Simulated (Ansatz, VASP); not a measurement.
**ScAl3N4: VASP beside Ansatz**

```
Sc Al N
1.0
     6.47752    0.00000    0.00000
     0.00000    5.61252    0.00000
     0.00000    0.00000    5.06567
Sc Al N
2 6 8
Direct
  0.00000 0.83684 0.99094
  0.50000 0.16316 0.49094
  0.00000 0.17890 0.50494
  0.50000 0.82110 0.00494
  0.25028 0.33777 0.00449
  0.75028 0.66223 0.50449
  0.24972 0.66223 0.50449
  0.74972 0.33777 0.00449
  0.00000 0.19569 0.88117
  0.00000 0.84164 0.41878
  0.23434 0.34407 0.38009
  0.76566 0.34407 0.38009
  0.50000 0.80431 0.38117
  0.50000 0.15836 0.91878
  0.73434 0.65593 0.88009
  0.26566 0.65593 0.88009
```

Alike in both runs: task relaxation of cell and atoms; functional PBE; k mesh 4 × 4 × 6; occupations gaussian, width 0.02 eV; no spin polarisation.

|  | VASP | Ansatz |
| --- | --- | --- |
| version | VASP 6.6.1 | Ansatz 0.2.0 |
| potentials or method | VASP PAW PBE potentials, release 64 (Sc_sv, Al, N), cutoff 600 eV | scalar-relativistic, plane waves, PAW |
| valence electrons in the cell | 80 | 80 |

Ansatz gave:

```
gap on the k mesh at the Fermi level, each at its own relaxed structure (eV)  : 3.68
relaxed volume (Å³/atom)                                                      : 11.51
relaxed length of the cell vector where the two differ most in proportion (Å) : 6.483
```

**Question.** Which values does VASP return?

**Answer.** gap on the k mesh at the Fermi level, each at its own relaxed structure (eV): 3.67; relaxed volume (Å³/atom): 11.51; relaxed length of the cell vector where the two differ most in proportion (Å): 6.480.
